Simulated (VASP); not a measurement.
Write the native input for VASP 6.6.1 that does the following.

```
Task                   : single point
Functional             : PBE
Potentials or basis    : VASP PAW PBE potentials, release 64 (Y_sv, Sc_sv, As)
Cutoff                 : 520 eV
k mesh                 : 3 × 3 × 3
Occupations            : gaussian, width 0.1 eV
Spin                   : no spin polarisation
Dipole correction      : no
Further INCAR settings : ALGO = Normal; EDIFF = 1e-07; NBANDS = 33
```

The structure of Y2ScAs3 lies in POSCAR:

```
Y2ScAs3
1.0
    2.9171661724      1.6842266774      5.9929793617
   -2.9171661724      1.6842266774      5.9929793617
    0.0000000000     -3.3684533473      5.9929793638
Y Sc As
2 1 3
Direct
    0.7887121571      0.7887121571      0.7887121571
    0.2112878429      0.2112878429      0.2112878429
    0.0000000000      0.0000000000      0.0000000000
    0.5000000000      0.5000000000      0.0000000000
    0.0000000000      0.5000000000      0.5000000000
    0.5000000000      0.0000000000      0.5000000000
```

The cell was built from a structure type or drawn by symmetry, and may not be a known phase.

The input as run:

INCAR

```
PREC = Accurate
ENCUT = 520
EDIFF = 1E-7
ISMEAR = 0
SIGMA = 0.1
LREAL = False
LASPH = True
NELM = 60
ALGO = Normal
ISIF = 2
LWAVE = False
LCHARG = True
GGA = PE
LELF = True
LVHAR = True
NBANDS = 33
```

KPOINTS

```
Automatic mesh
0
Gamma
  3 3 3
```

Potentials or basis: VASP PAW PBE potentials, release 64 (Y_sv, Sc_sv, As).

Command:

```console
$ cat potpaw_PBE.64/Y_sv/POTCAR potpaw_PBE.64/Sc_sv/POTCAR potpaw_PBE.64/As/POTCAR > POTCAR
$ mpirun -np 1 vasp_std > vasp.out
```

It gave:

| Item | Value |
| --- | --- |
| Pressure | 0.1 GPa |
| Largest force | 0.023 eV/Å |
| Band gap on the k mesh | zero (bands 24 and 25 overlap by 0.25 eV) |

Caveat: the k points lie up to 0.43 Å⁻¹ apart.

Run time: 80 s on 1 thread of Intel(R) Xeon(R) Platinum 8488C (Sapphire Rapids), with other jobs on the host, peak memory 0.41 GiB.
